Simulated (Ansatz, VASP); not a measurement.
Two plane-wave programs on P

File POSCAR:

```
P
1.0
    0.0000000000      2.7819824470      2.7819824470
    2.7819824470      0.0000000000      2.7819824470
    2.7819824470      2.7819824470      0.0000000000
P
2
Direct
    0.1250000000      0.1250000000      0.1250000000
    0.8750000000      0.8750000000      0.8750000000
```

File INCAR.step1:

```
ALGO = Normal
EDIFF = 1E-4
ENCUT = 520
GGA = PE
ISMEAR = -1
LASPH = True
LCHARG = False
LREAL = False
LWAVE = True
NBANDS = 12
NELM = 80
PREC = Accurate
SIGMA = 0.1
```

INCAR.step2

```
ALGO = Normal
EDIFF = 1E-7
ENCUT = 520
ISIF = 2
ISMEAR = -1
ISTART = 1
LASPH = True
LCHARG = True
LELF = True
LMIXTAU = True
LREAL = False
LVHAR = True
LWAVE = False
METAGGA = R2SCAN
NBANDS = 12
NELM = 80
PREC = Accurate
SIGMA = 0.1
```

Contents of KPOINTS:

```
k-points
0
Gamma
  11 11 11
```

Input for Ansatz:

```yaml
crystal:
  lattice:
    - [0.0, 2.781982447, 2.781982447]
    - [2.781982447, 0.0, 2.781982447]
    - [2.781982447, 2.781982447, 0.0]
  atoms:
    - { symbol: P, position: [0.125, 0.125, 0.125] }
    - { symbol: P, position: [0.875, 0.875, 0.875] }
hamiltonian:
  xc: r2scan
  pseudopotentials:
    kind: paw
    azcp:
      P: "pseudopotentials/P.paw.azcp"
basis:
  ecutwfc: 500
  fft_grid_basis: typed
kpoints:
  mp_grid: { grid: [11, 11, 11], shift: [0, 0, 0] }
magnetization:
  spin_polarized: false
scf:
  occupations: { method: fermi_dirac, width: 0.1 }
  lower_state_search: "off"
output:
  stress: true
```

Alike in both runs: task single point; functional r2SCAN; k mesh 11 × 11 × 11; occupations fermi-dirac, width 0.1 eV; no spin polarisation.

|  | VASP | Ansatz |
| --- | --- | --- |
| version | VASP 6.6.1 | Ansatz 0.2.0 |
| potentials or method | VASP PAW PBE potentials, release 64 (P), cutoff 520 eV | plane waves (500 eV) with PAW, scalar-relativistic |
| valence electrons in the cell | 10 | 10 |

```tsv
	VASP	Ansatz	Ansatz less VASP
pressure (GPa)	-3.1	-3.0	+0.12
```

VASP's potentials were made for PBE, not for r2SCAN.
